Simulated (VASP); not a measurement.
Set up this calculation in VASP 6.6.1, as the native input.

| Quantity | Value |
| --- | --- |
| Task | single point |
| Functional | PBE |
| Dispersion | D3(BJ) |
| Potentials or basis | VASP PAW PBE potentials, release 64 (Si, O) |
| Cutoff | 520 eV |
| k mesh | 2 × 2 × 2 |
| Occupations | fermi-dirac, width 0.05 eV |
| Spin | collinear spin, ferromagnetic start |
| Starting moments | [0.0, 0.0, 0.0, 0.0, 0.0, 0.0, 0.0, 0.0, 0.0, 0.0, 0.0, 0.0, 0.0, 0.0, 0.0, 0.0, 1.0] μB |
| Dipole correction | no |
| Further INCAR settings | LREAL = Auto; ALGO = Normal; EDIFF = 1e-06; NBANDS = 53 |

The structure of Si16O (a cell with a defect) lies in POSCAR:

```
Si16O
1.0
    0.0000000000      5.4300000000      5.4300000000
    5.4300000000      0.0000000000      5.4300000000
    5.4300000000      5.4300000000      0.0000000000
Si O
16 1
Direct
    0.0246869245     -0.0796593002      0.0067679558
    0.1700276243      0.0472099448      0.1867127072
   -0.0946500921      0.0676887661      0.6775230203
    0.1188581952      0.2184530387      0.6562983425
    0.0058471455      0.4192357274      0.0497697974
    0.2382596685      0.5284438306      0.0447790055
    0.0169521179      0.5640976059      0.3856261510
    0.0725046041      0.8058379374      0.5050828729
    0.5457734807     -0.0903959484      0.0784069982
    0.6979281768      0.0849079190      0.1341896869
    0.4723020258      0.0087108656      0.4930939227
    0.5331583794      0.1581123389      0.7450736648
    0.6152486188      0.4313812155     -0.1153406998
    0.6820994475      0.5639042357      0.0411970534
    0.5065561694      0.4765193370      0.4361510129
    0.6099815838      0.6556721915      0.5276795580
    0.6327624309      1.0061325967      0.5900552486
```

One way to write it, as run:

INCAR

```
PREC = Accurate ; ENCUT = 520
EDIFF = 1E-6 ; ISMEAR = -1
SIGMA = 0.05 ; LREAL = Auto
LASPH = T ; NELM = 150
ALGO = Normal ; ISIF = 2
LWAVE = F ; LCHARG = T
ISPIN = 2 ; MAGMOM = 0 0 0 0 0 0 0 0 0 0 0 0 0 0 0 0 1
LORBIT = 11 ; GGA = PE
IVDW = 12 ; LELF = T
LVHAR = T ; NBANDS = 53
```

KPOINTS

```
Automatic mesh
0
Gamma
  2 2 2
```

Potentials or basis: VASP PAW PBE potentials, release 64 (Si, O).

Run with:

```bash
$ cat potpaw_PBE.64/Si/POTCAR potpaw_PBE.64/O/POTCAR > POTCAR
$ mpirun -np 1 vasp_std > vasp.out
```

It gave:

```yaml
Pressure: -0.3 GPa
Largest_force: 3.853 eV/Å
Band_gap_on_the_k_mesh: zero (filled and empty bands overlap)
Net_moment: 0.00 μB per cell
Valence_electrons_inside_the_program's_atomic_spheres: Si 1.65, 1.62, 1.63, 1.66, 1.64, 1.57, 1.59, 1.71, 1.68, 1.69 (each value once); O 5.11
Dispersion_energy_per_atom: -0.325 eV
```

Caveat: the k points lie up to 0.50 Å⁻¹ apart; the atoms stand as in a frame of molecular dynamics.

It took 11 min on 1 thread of Intel(R) Xeon(R) Platinum 8259CL CPU @ 2.50GHz (Skylake/Cascade Lake), on a shared host, peak memory 0.71 GiB.
